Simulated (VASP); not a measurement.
The system is InP.

```
CELL_PARAMETERS angstrom
0.00000 2.79844 2.95381
2.95381 0.00000 2.95381
2.95381 2.79844 0.00000
ATOMIC_POSITIONS crystal
In 0.00000 0.00000 0.00000
P 0.25000 0.25000 0.25000
```

This cell differs from its parent crystal: uniaxial y strain -5.3%.

Base run:

| Item | Value |
| --- | --- |
| Program | VASP 6.6.1 |
| Functional | PBE |
| Potentials or basis | VASP PAW PBE potentials, release 64 (In_d, P) |
| Cutoff | 520 eV |
| k mesh | 8 × 8 × 8 |
| Occupations | fermi-dirac, width 0.02 eV |
| Spin | no spin polarisation |

Its results: band gap on the k mesh 0.71 eV, direct; pressure 5.6 GPa.

Task: The run is repeated on the same cell with these changes: functional from PBE to r2SCAN; occupations from fermi-dirac, width 0.02 eV to gaussian, width 0.01 eV. What comes out?

Result: Band gap on the k mesh 1.17 eV, direct; pressure 3.9 GPa.

Caveats: spin-orbit coupling is left out, which moves the levels of the heavy elements; the PAW data sets were made with another functional, which shifts forces and pressure a little (some runs).

A k mesh can miss the band edges.
